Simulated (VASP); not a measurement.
# KMgF3 (Cmmm) in VASP: further runs

The runs below take KMgF3 through single point, with LDA.

Everything below comes from runs of VASP 6.6.1. Logs are shortened: lines on timing, memory, paths and dates and some standing lists are left out, and cuts for length are marked.

## (1) The cell of the first run

Symmetry: Cmmm, No. 65, orthorhombic system. The conventional cell has a = 5.581 Å, b = 5.693 Å, c = 3.986 Å, α = 90.00°, β = 90.00°, γ = 90.00°. K (site symmetry mmm) has 12 F at 2.79 to 2.85 Å and 8 Mg at 3.43 to 3.47 Å within 3.7 Å. Mg (site symmetry mmm) has 6 F at 1.99 Å within 2.6 Å. F (site symmetry 2/m) has 2 Mg at 1.99 Å within 2.6 Å. Within 2.6 Å of F (site symmetry mmm) lie 2 Mg at 1.99 Å.

## (2) Single point, LDA (strain -0.0200 x Voigt [0, 0, 0, 0, 0, 1])

INCAR

```
SYSTEM = KMgF3
PREC = Accurate ; ENCUT = 520
EDIFF = 1E-7 ; ISMEAR = 0
SIGMA = 0.05 ; LREAL = .False.
LASPH = .True. ; NELM = 80
ALGO = Normal ; ISIF = 2
LWAVE = .False. ; LCHARG = .True.
LELF = .True. ; LVHAR = .True.
NBANDS = 24
```

KPOINTS

```
regular mesh
0
Gamma
  6 6 6
  0 0 0
```

POSCAR

```
KMgF3
1.0
    3.9859000000     -0.0398590000      0.0000000000
   -0.0398590000      3.9859000000      0.0000000000
    0.0000000000      0.0000000000      3.9859000000
K Mg F
1 1 3
Direct
    0.5000000000      0.5000000000      0.5000000000
    0.0000000000      0.0000000000      0.0000000000
    0.5000000000      0.0000000000      0.0000000000
    0.0000000000      0.5000000000      0.0000000000
    0.0000000000      0.0000000000      0.5000000000
```

Potentials or basis: VASP PAW LDA potentials, release 64 (K_sv, Mg, F).

On the command line:

```bash
> cat potpaw_LDA.64/K_sv/POTCAR potpaw_LDA.64/Mg/POTCAR potpaw_LDA.64/F/POTCAR > POTCAR
> mpirun -np 1 vasp_std > vasp.out
```

OUTCAR:

```text
SYSTEM = KMgF3
   PREC = Accurate
   ENCUT = 520
   EDIFF = 1E-7
   ISMEAR = 0
   LREAL = .False.
   LASPH = .True.
   NELM = 80
   ISIF = 2

 ion  position               nearest neighbor table
   1  0.500  0.500  0.500-   5 2.79   5 2.79   3 2.82   3 2.82   4 2.82   3 2.82   3 2.82   4 2.82
                             4 2.82   4 2.82   5 2.85   5 2.85   2 3.43   2 3.43   2 3.43   2 3.43
   2  0.000  0.000  0.000-   5 1.99   5 1.99   3 1.99   4 1.99   4 1.99   3 1.99   1 3.43   1 3.43
                             1 3.43   1 3.43   1 3.47   1 3.47   1 3.47   1 3.47
   3  0.500  0.000  0.000-   2 1.99   2 1.99   1 2.82   1 2.82   1 2.82   1 2.82
   4  0.000  0.500  0.000-   2 1.99   2 1.99   1 2.82   1 2.82   1 2.82   1 2.82
   5  0.000  0.000  0.500-   2 1.99   2 1.99   1 2.79   1 2.79   1 2.85   1 2.85

  LATTYP: Found a base centered orthorhombic cell.
 ALAT       =     5.5805446999
 B/A-ratio  =     1.0202020202
 C/A-ratio  =     0.7142492739

  Lattice vectors:

 A1 = (   3.9859000000,  -0.0398590000,   0.0000000000)
 A2 = (  -0.0398590000,   3.9859000000,   0.0000000000)
 A3 = (   0.0000000000,   0.0000000000,   3.9859000000)

Analysis of symmetry for initial positions (statically):
=====================================================================
 Subroutine PRICEL returns:
 Original cell was already a primitive cell.

 Routine SETGRP: Setting up the symmetry group for a
 base centered orthorhombic supercell.

 Subroutine GETGRP returns: Found  8 space group operations
 (whereof  8 operations were pure point group operations)
 out of a pool of  8 trial point group operations.

The static configuration has the point symmetry D_2h.

Analysis of symmetry for dynamics (positions and initial velocities):
=====================================================================
 Subroutine PRICEL returns:
 Original cell was already a primitive cell.

 Routine SETGRP: Setting up the symmetry group for a
 base centered orthorhombic supercell.

 Subroutine GETGRP returns: Found  8 space group operations
 (whereof  8 operations were pure point group operations)
 out of a pool of  8 trial point group operations.

The dynamic configuration has the point symmetry D_2h.

 Subroutine INISYM returns: Found  8 space group operations
 (whereof  8 operations are pure point group operations),
 and found     1 'primitive' translations

----------------------------------------------------------------------------------------

                                     Primitive cell

  volume of cell :      63.3193

  direct lattice vectors                    reciprocal lattice vectors
     3.985900000 -0.039859000  0.000000000     0.250909458  0.002509095  0.000000000
    -0.039859000  3.985900000  0.000000000     0.002509095  0.250909458  0.000000000
     0.000000000  0.000000000  3.985900000     0.000000000  0.000000000  0.250884367

  length of vectors
     3.986099290  3.986099290  3.985900000     0.250922004  0.250922004  0.250884367

  position of ions in fractional coordinates (direct lattice)
     0.500000000  0.500000000  0.500000000
     0.000000000  0.000000000  0.000000000
     0.500000000  0.000000000  0.000000000
     0.000000000  0.500000000  0.000000000
     0.000000000  0.000000000  0.500000000

  ion indices of the primitive-cell ions
   primitive index   ion index
                 1           1
                 2           2
                 3           3
                 4           4
                 5           5

----------------------------------------------------------------------------------------

 KPOINTS: regular mesh

Automatic generation of k-mesh.
 Grid dimensions read from file:
 generate k-points for:    6    6    6

 Generating k-lattice:

  Cartesian coordinates                     Fractional coordinates (reciprocal lattice)
     0.041818243  0.000418182  0.000000000     0.166666667  0.000000000  0.000000000
     0.000418182  0.041818243  0.000000000     0.000000000  0.166666667  0.000000000
     0.000000000  0.000000000  0.041814061     0.000000000  0.000000000  0.166666667

  Length of vectors
     0.041820334  0.041820334  0.041814061

  Shift w.r.t. Gamma in fractional coordinates (k-lattice)
     0.000000000  0.000000000  0.000000000

 Subroutine IBZKPT returns following result:
 ===========================================

 Found     52 irreducible k-points:

 Following reciprocal coordinates:
            Coordinates               Weight
  0.000000  0.000000  0.000000      1.000000
  0.166667  0.000000  0.000000      4.000000
  0.333333  0.000000  0.000000      4.000000
  0.500000  0.000000  0.000000      2.000000
  0.166667  0.166667  0.000000      2.000000
  0.333333  0.166667  0.000000      4.000000
[... 16 lines left out ...]
  0.333333  0.333333  0.166667      4.000000
  0.500000  0.333333  0.166667      8.000000
 [... further k-points ...]
   k-points           NKPTS =     52   k-points in BZ     NKDIM =     52   number of bands    NBANDS=     24
   number of dos      NEDOS =    301   number of ions     NIONS =      5
   total plane-waves  NPLWV =  27000
   dimension x,y,z NGX =    30 NGY =   30 NGZ =   30
   dimension x,y,z NGXF=    60 NGYF=   60 NGZF=   60
   ions per type =               1   1   3
   NGX,Y,Z   is equivalent  to a cutoff of  12.51, 12.51, 12.51 a.u.
   NGXF,Y,Z  is equivalent  to a cutoff of  25.02, 25.02, 25.03 a.u.
 SYSTEM =  KMgF3
   PREC   = accura    normal or accurate (medium, high low for compatibility)
   ISTART =      0    job   : 0-new  1-cont  2-samecut
   ICHARG =      2    charge: 1-file 2-atom 10-const
   ISPIN  =      1    spin polarized calculation?
   LNONCOLLINEAR =      F non collinear calculations
   LSORBIT =      F    spin-orbit coupling
   LASPH  =      T    aspherical Exc in radial PAW
   ENCUT  =  520.0 eV  38.22 Ry    6.18 a.u.   7.41  7.41  7.41*2*pi/ulx,y,z
   NELM   =     80;   NELMIN=  2; NELMDL= -5     # of ELM steps
   EDIFF  = 0.1E-06   stopping-criterion for ELM
   LREAL  =      F    real-space projection
   EDIFFG = 0.1E-05   stopping-criterion for IOM
   NSW    =      0    number of steps for IOM
   IBRION =     -1    ionic relax: 0-MD 1-quasi-New 2-CG
   NFREE  =      0    steps in history (QN), initial steepest desc. (CG)
   ISIF   =      2    stress and relaxation
   ISYM   =      2    0-nonsym 1-usesym 2-fastsym
   POTIM  = 0.5000    time-step for ionic-motion
   TEBEG  =    0.0;   TEEND  =   0.0 temperature during run
   PSTRESS=    0.0 pullay stress
   NELECT =      32.0000    total number of electrons
   NUPDOWN=      -1.0000    fix difference up-down
   EMIN   =  10.00;   EMAX   =-10.00  energy-range for DOS
   EFERMI =   0.00;   METHOD = LEGACY
   ISMEAR =     0;   SIGMA  =   0.05  broadening in eV -4-tet -1-fermi 0-gaus
   EFERMI_NEDOS =   21; number of points for ismear=-14 and -15
   IALGO  =     38    algorithm
   IMIX   =      4    mixing-type and parameters
     AMIX     =   0.40;   BMIX     =  1.00
     AMIX_MAG =   1.60;   BMIX_MAG =  1.00
  volume/ion in A,a.u.               =      12.66        85.46
  Fermi-wavevector in a.u.,A,eV,Ry     =   1.304006  2.464214 23.135775  1.700431
  Thomas-Fermi vector in A             =   2.434970
   LORBIT       =      0    0 simple, 1 ext, 2 COOP (PROOUT), +10 PAW based schemes
   GGA     = CA    functional components
   LHFCALC =     F    Hartree Fock is set to
   AEXX    =    0.0000 exact exchange contribution
   IVDW    =     0    specifies the selected vdW correction
   LEPSILON=     F    determine dielectric tensor
   LRPA    =     F    only Hartree local field effects (RPA)
 non-spin polarized calculation
 Gauss-broadening in eV      SIGMA  =   0.05
  energy-cutoff  :      520.00
  volume of cell :       63.32
 maximum number of plane-waves:      1739
 NGX is ok and might be reduce to    30
   NGX = 15   NGY = 15   NGZ = 15

 number of electron      31.9999954 magnetization

 Free energy of the ion-electron system (eV)
  ---------------------------------------------------
  ext. energy  EPLUGINS =         0.00000000
  ---------------------------------------------------
  free energy    TOTEN  =       -27.06336835 eV

  energy without entropy =      -27.06336835  energy(sigma->0) =      -27.06336835

 E-fermi :  -1.7660     XC(G=0): -10.4091

 val. band max:       -1.9877170981   @ k =   0.5000   0.5000   0.5000
 cond. band min:       4.9614856645   @ k =   0.0000   0.0000   0.0000
 fundamental gap:      6.9492027627
 Fermi energy:        -1.7659743356

 k-point     1 :       0.0000    0.0000    0.0000
  band No.  band energies     occupation
      1     -27.1653      2.00000
      2     -21.7204      2.00000
      3     -21.0253      2.00000
      4     -21.0225      2.00000
      5     -10.9197      2.00000
      6     -10.9078      2.00000
[... 16 lines left out ...]
     23      11.5899      0.00000
     24      14.4417      0.00000

 k-point     2 :       0.1667    0.0000    0.0000
  band No.  band energies     occupation
      1     -27.1573      2.00000
      2     -21.6893      2.00000
      3     -21.0631      2.00000
      4     -21.0218      2.00000
      5     -10.9073      2.00000
      6     -10.8921      2.00000
[... 16 lines left out ...]
     23      11.5996      0.00000
     24      14.3823      0.00000

 k-point     3 :       0.3333    0.0000    0.0000
  band No.  band energies     occupation
      1     -27.1411      2.00000
      2     -21.6132      2.00000
      3     -21.1570      2.00000
      4     -21.0169      2.00000
      5     -10.8910      2.00000
      6     -10.8603      2.00000
[... 16 lines left out ...]
     23      11.6323      0.00000
     24      14.0522      0.00000
[... 514 lines left out ...]
 k-point    23 :       0.3333    0.3333    0.1667
  band No.  band energies     occupation
      1     -27.1172      2.00000
      2     -21.4440      2.00000
      3     -21.1971      2.00000
      4     -21.1161      2.00000
      5     -10.9773      2.00000
      6     -10.9542      2.00000
[... 16 lines left out ...]
     23      12.1557      0.00000
     24      12.9663      0.00000

 k-point    24 :       0.5000    0.3333    0.1667
  band No.  band energies     occupation
      1     -27.1116      2.00000
      2     -21.3778      2.00000
      3     -21.2333      2.00000
      4     -21.1356      2.00000
      5     -10.9949      2.00000
      6     -10.9814      2.00000
[... 16 lines left out ...]
     23      12.1497      0.00000
     24      12.9643      0.00000

 [... further k-points ...]

------------------------ aborting loop because EDIFF is reached ----------------------------------------

  FORCE on cell =-STRESS in cart. coord.  units (eV):
  Direction    XX          YY          ZZ          XY          YZ          ZX
  --------------------------------------------------------------------------------------
  -------------------------------------------------------------------------------------
  Total       -2.0600478     -2.0600478     -2.0641648      0.3536646      0.0000000      0.0000000
  in kB      -52.1257267    -52.1257267    -52.2299001      8.9488338      0.0000000      0.0000000
  external PRESSURE =     -52.1604512 kB  Pullay stress =       0.0000000 kB

 VOLUME and BASIS-vectors are now :
 -----------------------------------------------------------------------------
  energy-cutoff  :      520.00
  volume of cell :       63.32
      direct lattice vectors                 reciprocal lattice vectors
     3.985900000 -0.039859000  0.000000000     0.250909458  0.002509095  0.000000000
    -0.039859000  3.985900000  0.000000000     0.002509095  0.250909458  0.000000000
     0.000000000  0.000000000  3.985900000     0.000000000  0.000000000  0.250884367

 POSITION                                       TOTAL-FORCE (eV/Angst)
 -----------------------------------------------------------------------------------
      1.97302      1.97302      1.99295        -0.000000      0.000000      0.000000
      0.00000      0.00000      0.00000         0.000000      0.000000      0.000000
      1.99295     -0.01993      0.00000         0.000000      0.000000      0.000000
     -0.01993      1.99295      0.00000         0.000000      0.000000      0.000000
      0.00000      0.00000      1.99295         0.000000      0.000000      0.000000
 -----------------------------------------------------------------------------------
    total drift:                                0.000000     -0.000000      0.000000

  FREE ENERGIE OF THE ION-ELECTRON SYSTEM (eV)
  ---------------------------------------------------
  free  energy   TOTEN  =       -27.0633683471 eV

  energy  without entropy=      -27.0633683471  energy(sigma->0) =      -27.06336835
```

Run time: 40 s. Hardware: 1 thread of Intel Xeon Platinum 8488C (Sapphire Rapids), shared host; peak memory 0.19 GiB.

What came out:

```yaml
Free_energy: -27.0634 eV
Pressure: -5.2 GPa
Band_gap_on_the_k_mesh: 6.95 eV, indirect (least direct gap 7.24 eV)
```

Stress tensor (GPa, compression positive):
```
-5.21  0.89  0.00
 0.89 -5.21  0.00
 0.00  0.00 -5.22
```

Levels at points of the mesh, in eV from the valence-band top:
```tsv
k point	band 13	band 14	band 15	band 16	band 17	band 18	band 19	band 20
(0.00, 0.00, 0.00)	-0.62	-0.37	-0.33	-0.29	6.95	9.77	9.77	11.96
(0.50, 0.00, 0.00)	-0.89	-0.89	-0.55	-0.55	9.78	10.12	10.85	12.62
(0.50, 0.50, 0.00)	-1.06	-0.93	-0.91	-0.02	10.67	11.42	12.23	12.28
(0.00, 0.00, 0.50)	-0.90	-0.89	-0.62	-0.48	9.78	10.11	10.86	12.55
(0.50, 0.00, 0.50)	-1.08	-0.92	-0.92	-0.03	10.67	11.42	12.25	12.26
(0.50, 0.50, 0.50)	-1.15	-0.01	0.00	0.00	10.10	10.17	10.23	13.56
```

Caveat: the cell differs from its parent crystal (strain -0.0200 x Voigt [0, 0, 0, 0, 0, 1]). A k mesh can miss the band edges.

[end of part 1 of 2]
